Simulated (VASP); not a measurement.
# TiO2 (P4_2/mnm) in VASP: further runs

TiO2 is run at these levels: PBE, r2SCAN; tasks: single point.

All numbers are computed with VASP 6.6.1; they aren't measurements. Logs are shortened: lines on timing, memory, paths and dates and some standing lists are left out, and cuts for length are marked.

## (1) The cell of the first run

Symmetry: P4_2/mnm, No. 136, tetragonal system. The conventional cell has a = 4.597 Å, b = 4.597 Å, c = 3.072 Å, α = 90.00°, β = 90.00°, γ = 90.00°. Ti (site symmetry mmm) has 6 O at 1.99 Å within 2.6 Å. Within 2.6 Å of O (site symmetry m2m) lie 3 Ti at 1.99 Å and 1 O at 2.53 Å.

## (2) Single point, PBE (uniaxial z strain +4.0%)

INCAR

```
SYSTEM = TiO2
ALGO = Normal ; EDIFF = 1E-6
ENCUT = 520 ; GGA = PE
ISIF = 2 ; ISMEAR = -1
LASPH = .TRUE. ; LCHARG = .FALSE.
LREAL = .FALSE. ; LWAVE = .FALSE.
NBANDS = 33 ; NELM = 100
PREC = Accurate ; SIGMA = 0.02
```

KPOINTS

```
k-points
0
G
  6 6 8
  0 0 0
```

POSCAR

```
TiO2
1.0
    4.5968534940      0.0000000000      0.0000000000
    0.0000000000      4.5968534940      0.0000000000
    0.0000000000      0.0000000000      3.0716309173
Ti O
2 4
Direct
    0.0000000000      0.0000000000      0.0000000000
    0.5000000000      0.5000000000      0.5000000000
    0.3057264407      0.3057264407      0.0000000000
    0.1942735593      0.8057264407      0.5000000000
    0.8057264407      0.1942735593      0.5000000000
    0.6942735593      0.6942735593      0.0000000000
```

Potentials or basis: VASP PAW PBE potentials, release 64 (Ti_sv, O).

Launch:

```
$ cat potpaw_PBE.64/Ti_sv/POTCAR potpaw_PBE.64/O/POTCAR > POTCAR
$ mpirun -np 1 vasp_std > vasp.out
```

OUTCAR:

```text
SYSTEM = TiO2
   EDIFF = 1E-6
   ENCUT = 520
   GGA = PE
   ISIF = 2
   ISMEAR = -1
   LASPH = .TRUE.
   LREAL = .FALSE.
   NELM = 100
   PREC = Accurate

 ion  position               nearest neighbor table
   1  0.000  0.000  0.000-   3 1.99   6 1.99   5 1.99   4 1.99   4 1.99   5 1.99
   2  0.500  0.500  0.500-   4 1.99   5 1.99   3 1.99   6 1.99   3 1.99   6 1.99
   3  0.306  0.306  0.000-   1 1.99   2 1.99   2 1.99
   4  0.194  0.806  0.500-   2 1.99   1 1.99   1 1.99
   5  0.806  0.194  0.500-   2 1.99   1 1.99   1 1.99
   6  0.694  0.694  0.000-   1 1.99   2 1.99   2 1.99

  LATTYP: Found a simple tetragonal cell.
 ALAT       =     4.5968534940
 C/A-ratio  =     0.6682029178

  Lattice vectors:

 A1 = (   4.5968534940,   0.0000000000,   0.0000000000)
 A2 = (   0.0000000000,   4.5968534940,   0.0000000000)
 A3 = (   0.0000000000,   0.0000000000,   3.0716309173)

Analysis of symmetry for initial positions (statically):
=====================================================================
 Subroutine PRICEL returns:
 Original cell was already a primitive cell.

 Routine SETGRP: Setting up the symmetry group for a
 simple tetragonal supercell.

 Subroutine GETGRP returns: Found 16 space group operations
 (whereof  8 operations were pure point group operations)
 out of a pool of 16 trial point group operations.

The static configuration has the point symmetry D_2h.
 The point group associated with its full space group is D_4h.

Analysis of symmetry for dynamics (positions and initial velocities):
=====================================================================
 Subroutine PRICEL returns:
 Original cell was already a primitive cell.

 Routine SETGRP: Setting up the symmetry group for a
 simple tetragonal supercell.

 Subroutine GETGRP returns: Found 16 space group operations
 (whereof  8 operations were pure point group operations)
 out of a pool of 16 trial point group operations.

The dynamic configuration has the point symmetry D_2h.
 The point group associated with its full space group is D_4h.

 Subroutine INISYM returns: Found 16 space group operations
 (whereof  8 operations are pure point group operations),
 and found     1 'primitive' translations

----------------------------------------------------------------------------------------

                                     Primitive cell

  volume of cell :      64.9068

  direct lattice vectors                    reciprocal lattice vectors
     4.596853494  0.000000000  0.000000000     0.217540107  0.000000000  0.000000000
     0.000000000  4.596853494  0.000000000     0.000000000  0.217540107  0.000000000
     0.000000000  0.000000000  3.071630917     0.000000000  0.000000000  0.325559947

  length of vectors
     4.596853494  4.596853494  3.071630917     0.217540107  0.217540107  0.325559947

  position of ions in fractional coordinates (direct lattice)
     0.000000000  0.000000000  0.000000000
     0.500000000  0.500000000  0.500000000
     0.305726441  0.305726441  0.000000000
     0.194273559  0.805726441  0.500000000
     0.805726441  0.194273559  0.500000000
     0.694273559  0.694273559  0.000000000

  ion indices of the primitive-cell ions
   primitive index   ion index
                 1           1
                 2           2
                 3           3
                 4           4
                 5           5
                 6           6

----------------------------------------------------------------------------------------

 KPOINTS: k-points

Automatic generation of k-mesh.
 Grid dimensions read from file:
 generate k-points for:    6    6    8

 Generating k-lattice:

  Cartesian coordinates                     Fractional coordinates (reciprocal lattice)
     0.036256684  0.000000000  0.000000000     0.166666667  0.000000000  0.000000000
     0.000000000  0.036256684  0.000000000     0.000000000  0.166666667  0.000000000
     0.000000000  0.000000000  0.040694993     0.000000000  0.000000000  0.125000000

  Length of vectors
     0.036256684  0.036256684  0.040694993

  Shift w.r.t. Gamma in fractional coordinates (k-lattice)
     0.000000000  0.000000000  0.000000000

 Subroutine IBZKPT returns following result:
 ===========================================

 Found     50 irreducible k-points:

 Following reciprocal coordinates:
            Coordinates               Weight
  0.000000  0.000000  0.000000      1.000000
  0.166667  0.000000  0.000000      4.000000
  0.333333  0.000000  0.000000      4.000000
  0.500000  0.000000  0.000000      2.000000
  0.166667  0.166667  0.000000      4.000000
  0.333333  0.166667  0.000000      8.000000
[... 16 lines left out ...]
  0.333333  0.000000  0.250000      8.000000
  0.500000  0.000000  0.250000      4.000000
 [... further k-points ...]
   k-points           NKPTS =     50   k-points in BZ     NKDIM =     50   number of bands    NBANDS=     33
   number of dos      NEDOS =    301   number of ions     NIONS =      6
   total plane-waves  NPLWV =  31104
   dimension x,y,z NGX =    36 NGY =   36 NGZ =   24
   dimension x,y,z NGXF=    72 NGYF=   72 NGZF=   48
   ions per type =               2   4
   NGX,Y,Z   is equivalent  to a cutoff of  13.02, 13.02, 12.99 a.u.
   NGXF,Y,Z  is equivalent  to a cutoff of  26.04, 26.04, 25.98 a.u.
 SYSTEM =  TiO2
   PREC   = accura    normal or accurate (medium, high low for compatibility)
   ISTART =      0    job   : 0-new  1-cont  2-samecut
   ICHARG =      2    charge: 1-file 2-atom 10-const
   ISPIN  =      1    spin polarized calculation?
   LNONCOLLINEAR =      F non collinear calculations
   LSORBIT =      F    spin-orbit coupling
   LASPH  =      T    aspherical Exc in radial PAW
   ENCUT  =  520.0 eV  38.22 Ry    6.18 a.u.   8.55  8.55  5.71*2*pi/ulx,y,z
   NELM   =    100;   NELMIN=  2; NELMDL= -5     # of ELM steps
   EDIFF  = 0.1E-05   stopping-criterion for ELM
   LREAL  =      F    real-space projection
   EDIFFG = 0.1E-04   stopping-criterion for IOM
   NSW    =      0    number of steps for IOM
   IBRION =     -1    ionic relax: 0-MD 1-quasi-New 2-CG
   NFREE  =      0    steps in history (QN), initial steepest desc. (CG)
   ISIF   =      2    stress and relaxation
   ISYM   =      2    0-nonsym 1-usesym 2-fastsym
   POTIM  = 0.5000    time-step for ionic-motion
   TEBEG  =    0.0;   TEEND  =   0.0 temperature during run
   PSTRESS=    0.0 pullay stress
   NELECT =      48.0000    total number of electrons
   NUPDOWN=      -1.0000    fix difference up-down
   EMIN   =  10.00;   EMAX   =-10.00  energy-range for DOS
   EFERMI =   0.00;   METHOD = LEGACY
   ISMEAR =    -1;   SIGMA  =   0.02  broadening in eV -4-tet -1-fermi 0-gaus
   EFERMI_NEDOS =   21; number of points for ismear=-14 and -15
   IALGO  =     38    algorithm
   IMIX   =      4    mixing-type and parameters
     AMIX     =   0.40;   BMIX     =  1.00
     AMIX_MAG =   1.60;   BMIX_MAG =  1.00
  volume/ion in A,a.u.               =      10.82        73.00
  Fermi-wavevector in a.u.,A,eV,Ry     =   1.480443  2.797632 29.820059  2.191712
  Thomas-Fermi vector in A             =   2.594477
   LORBIT       =      0    0 simple, 1 ext, 2 COOP (PROOUT), +10 PAW based schemes
   GGA     = PE    functional components
   LHFCALC =     F    Hartree Fock is set to
   AEXX    =    0.0000 exact exchange contribution
   IVDW    =     0    specifies the selected vdW correction
   LEPSILON=     F    determine dielectric tensor
   LRPA    =     F    only Hartree local field effects (RPA)
 non-spin polarized calculation
  energy-cutoff  :      520.00
  volume of cell :       64.91
 maximum number of plane-waves:      1772
 NGX is ok and might be reduce to    36
   NGX = 17   NGY = 17   NGZ = 11

 number of electron      48.0000043 magnetization

 Free energy of the ion-electron system (eV)
  ---------------------------------------------------
  ext. energy  EPLUGINS =         0.00000000
  ---------------------------------------------------
  free energy    TOTEN  =       -53.59521238 eV

  energy without entropy =      -53.59521238  energy(sigma->0) =      -53.59521238

 E-fermi :   4.9774     XC(G=0): -11.2181

 val. band max:        4.5464339061   @ k =   0.0000   0.0000   0.0000
 cond. band min:       6.2883645155   @ k =   0.0000   0.0000   0.0000
 fundamental gap:      1.7419306094
 Fermi energy:         4.9774253353

 k-point     1 :       0.0000    0.0000    0.0000
  band No.  band energies     occupation
      1     -52.6077      2.00000
      2     -52.5930      2.00000
      3     -28.8802      2.00000
      4     -28.8802      2.00000
      5     -28.7346      2.00000
      6     -28.7346      2.00000
[... 25 lines left out ...]
     32      10.6841      0.00000
     33      10.6940      0.00000

 k-point     2 :       0.1667    0.0000    0.0000
  band No.  band energies     occupation
      1     -52.6067      2.00000
      2     -52.5939      2.00000
      3     -28.8730      2.00000
      4     -28.8723      2.00000
      5     -28.7433      2.00000
      6     -28.7426      2.00000
[... 25 lines left out ...]
     32      10.5899      0.00000
     33      10.6116      0.00000

 k-point     3 :       0.3333    0.0000    0.0000
  band No.  band energies     occupation
      1     -52.6040      2.00000
      2     -52.5966      2.00000
      3     -28.8546      2.00000
      4     -28.8528      2.00000
      5     -28.7646      2.00000
      6     -28.7628      2.00000
[... 25 lines left out ...]
     32      10.4018      0.00000
     33      10.4437      0.00000

 k-point     4 :       0.5000    0.0000    0.0000
  band No.  band energies     occupation
      1     -52.6003      2.00000
      2     -52.6003      2.00000
      3     -28.8397      2.00000
      4     -28.8397      2.00000
      5     -28.7785      2.00000
      6     -28.7785      2.00000
[... 673 lines left out ...]
     32       9.7728      0.00000
     33      10.0421      0.00000

 k-point    23 :       0.3333    0.0000    0.2500
  band No.  band energies     occupation
      1     -52.5903      2.00000
      2     -52.5850      2.00000
      3     -28.8871      2.00000
      4     -28.8736      2.00000
      5     -28.8139      2.00000
      6     -28.8065      2.00000
[... 25 lines left out ...]
     32       9.4040      0.00000
     33      10.2558      0.00000

 k-point    24 :       0.5000    0.0000    0.2500
  band No.  band energies     occupation
      1     -52.5876      2.00000
      2     -52.5876      2.00000
      3     -28.8836      2.00000
      4     -28.8836      2.00000
      5     -28.8015      2.00000
      6     -28.8015      2.00000
[... 25 lines left out ...]
     32       9.2762      0.00000
     33      10.7238      0.00000

 [... further k-points ...]

------------------------ aborting loop because EDIFF is reached ----------------------------------------

  FORCE on cell =-STRESS in cart. coord.  units (eV):
  Direction    XX          YY          ZZ          XY          YZ          ZX
  --------------------------------------------------------------------------------------
  -------------------------------------------------------------------------------------
  Total       -0.1537157     -0.1537157     -4.7435794      0.0000000      0.0000000      0.0000000
  in kB       -3.7943587     -3.7943587   -117.0917777      0.0000000      0.0000000      0.0000000
  external PRESSURE =     -41.5601650 kB  Pullay stress =       0.0000000 kB

 VOLUME and BASIS-vectors are now :
 -----------------------------------------------------------------------------
  energy-cutoff  :      520.00
  volume of cell :       64.91
      direct lattice vectors                 reciprocal lattice vectors
     4.596853494  0.000000000  0.000000000     0.217540107  0.000000000  0.000000000
     0.000000000  4.596853494  0.000000000     0.000000000  0.217540107  0.000000000
     0.000000000  0.000000000  3.071630917     0.000000000  0.000000000  0.325559947

 POSITION                                       TOTAL-FORCE (eV/Angst)
 -----------------------------------------------------------------------------------
      0.00000      0.00000      0.00000         0.000000     -0.000000     -0.000000
      2.29843      2.29843      1.53582         0.000000     -0.000000     -0.000000
      1.40538      1.40538      0.00000        -0.034936     -0.034936      0.000000
      0.89305      3.70381      1.53582         0.034936     -0.034936      0.000000
      3.70381      0.89305      1.53582        -0.034936      0.034936     -0.000000
      3.19147      3.19147      0.00000         0.034936      0.034936     -0.000000
 -----------------------------------------------------------------------------------
    total drift:                                0.000000      0.000000      0.000000

  FREE ENERGIE OF THE ION-ELECTRON SYSTEM (eV)
  ---------------------------------------------------
  free  energy   TOTEN  =       -53.5952123781 eV

  energy  without entropy=      -53.5952123781  energy(sigma->0) =      -53.59521238
```

Run time: 46 s. Hardware: 1 thread of Intel Xeon 6975P-C (Granite Rapids), shared host; peak memory 0.22 GiB.

Results:

| Property | Result |
| --- | --- |
| Free energy | -53.5952 eV |
| Pressure | -4.2 GPa |
| Largest force | 0.049 eV/Å |
| Band gap on the k mesh | 1.74 eV, direct |

Forces on the atoms (eV/Å):
```
Ti   0.000  0.000  0.000
Ti   0.000  0.000  0.000
O   -0.035 -0.035  0.000
O    0.035 -0.035  0.000
O   -0.035  0.035  0.000
O    0.035  0.035  0.000
```

Caveat: the cell differs from its parent crystal (uniaxial z strain +4.0%).

## (3) Single point, r2SCAN (uniaxial z strain -4.0%)

POSCAR

```
TiO2
1.0
    4.5968534940      0.0000000000      0.0000000000
    0.0000000000      4.5968534940      0.0000000000
    0.0000000000      0.0000000000      2.8353516159
Ti O
2 4
Direct
    0.0000000000      0.0000000000      0.0000000000
    0.5000000000      0.5000000000      0.5000000000
    0.3026069597      0.3026069597      0.0000000000
    0.1973930403      0.8026069597      0.5000000000
    0.8026069597      0.1973930403      0.5000000000
    0.6973930403      0.6973930403      0.0000000000
```

INCAR.step1

```
PREC = Accurate
ENCUT = 520
ISMEAR = 0
SIGMA = 0.01
LREAL = F
LASPH = T
NELM = 60
NBANDS = 33
GGA = PE
ALGO = Normal
EDIFF = 1E-4
LWAVE = T
LCHARG = F
```

INCAR.step2

```
PREC = Accurate
ENCUT = 520
EDIFF = 1E-6
ISMEAR = 0
SIGMA = 0.01
LREAL = F
LASPH = T
NELM = 60
ALGO = Normal
ISIF = 2
LWAVE = F
LCHARG = T
METAGGA = R2SCAN
LMIXTAU = T
LELF = T
LVHAR = T
NBANDS = 33
ISTART = 1
```

KPOINTS

```
Automatic mesh
0
Gamma
  6 6 8
```

Potentials or basis: VASP PAW PBE potentials, release 64 (Ti_sv, O).

Launch:

```
$ cat potpaw_PBE.64/Ti_sv/POTCAR potpaw_PBE.64/O/POTCAR > POTCAR
$ cp INCAR.step1 INCAR
$ mpirun -np 1 vasp_std > vasp.out
$ cp INCAR.step2 INCAR
$ mpirun -np 1 vasp_std > vasp.out
```

It took 5 min on 1 thread of Intel Xeon 6975P-C, shared host; peak memory 0.23 GiB.

It converged, with:

```yaml
Free_energy: -69.5881 eV
Pressure: 14.0 GPa
Largest_force: 0.052 eV/Å
Band_gap_on_the_k_mesh: 2.31 eV, direct
```

Forces on the atoms (eV/Å):
```
Ti   0.000  0.000  0.000
Ti   0.000  0.000  0.000
O   -0.037 -0.037  0.000
O    0.037 -0.037  0.000
O   -0.037  0.037  0.000
O    0.037  0.037  0.000
```

Stress tensor (GPa, compression positive):
```
 8.31  0.00  0.00
 0.00  8.31  0.00
 0.00  0.00 25.30
```

Levels at points of the mesh, in eV from the valence-band top:
| k point | band 20 | band 21 | band 22 | band 23 | band 24 | band 25 | band 26 | band 27 | band 28 | band 29 |
| --- | --- | --- | --- | --- | --- | --- | --- | --- | --- | --- |
| (0.00, 0.00, 0.00) | -1.79 | -0.58 | -0.50 | -0.50 | 0.00 | 2.31 | 2.54 | 3.11 | 3.22 | 3.22 |
| (0.50, 0.00, 0.00) | -3.25 | -1.46 | -1.46 | -0.76 | -0.76 | 3.03 | 3.03 | 3.75 | 3.75 | 4.34 |
| (0.50, 0.50, 0.00) | -2.39 | -1.19 | -1.19 | -1.15 | -1.15 | 2.31 | 2.31 | 3.24 | 3.24 | 4.63 |
| (0.00, 0.00, 0.50) | -3.14 | -2.39 | -2.39 | -1.50 | -1.50 | 3.57 | 3.57 | 4.23 | 4.23 | 4.24 |
| (0.50, 0.00, 0.50) | -2.40 | -2.13 | -2.13 | -1.10 | -1.10 | 2.45 | 2.45 | 4.23 | 4.23 | 4.55 |
| (0.50, 0.50, 0.50) | -3.12 | -1.33 | -1.33 | -0.71 | -0.71 | 3.21 | 3.21 | 3.76 | 3.76 | 4.27 |

Caveat: the cell differs from its parent crystal (uniaxial z strain -4.0%); the PAW data sets were made with another functional, which shifts forces and pressure a little. A k mesh can miss the band edges.
